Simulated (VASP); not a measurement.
Wanted: the native input for a VASP 6.6.1 run.

```
Task                   : single point
Functional             : PBE
Potentials or basis    : VASP PAW PBE potentials, release 64 (V_sv)
Cutoff                 : 520 eV
k mesh                 : 15 × 15 × 15
Occupations            : fermi-dirac, width 0.08 eV
Spin                   : no spin polarisation
Dipole correction      : no
Further INCAR settings : ALGO = Normal; EDIFF = 1e-06; NBANDS = 12
```

The structure of V lies in POSCAR:

```
V
1.0
    2.3131668111      0.0000000000      0.0000000000
    0.0000000000      2.3131668111      0.0000000000
    0.0000000000      0.0000000000      2.3131668111
V
1
Direct
    0.0000000000      0.0000000000      0.0000000000
```

This cell differs from its parent crystal: volume scaled by 0.84.

These files were run (other wordings do the same):

INCAR

```
PREC     = Accurate       # precision mode
ENCUT    = 520            # plane-wave cutoff, eV
EDIFF    = 1E-6           # SCF threshold, eV
ISMEAR   = -1             # smearing method
SIGMA    = 0.08           # smearing width, eV
LREAL    = False          # projectors in reciprocal space
LASPH    = True           # aspherical terms in the spheres
NELM     = 80             # most SCF steps
ALGO     = Normal         # electronic algorithm
ISIF     = 2              # what is computed and relaxed
LWAVE    = False          # write WAVECAR
LCHARG   = True           # write CHGCAR
GGA      = PE             # functional
LELF     = True           # ELF
LVHAR    = True         
NBANDS   = 12             # bands
```

KPOINTS

```
regular mesh
0
Gamma
  15 15 15
```

Potentials or basis: VASP PAW PBE potentials, release 64 (V_sv).

The run is started by

```console
$ cat potpaw_PBE.64/V_sv/POTCAR > POTCAR
$ mpirun -np 1 vasp_std > vasp.out
```

Results of the run:

| Property | Result |
| --- | --- |
| Pressure | 33.4 GPa |

It took 9.3 s on 1 thread of Intel Xeon 6975P-C, on a shared host, peak memory 0.13 GiB.
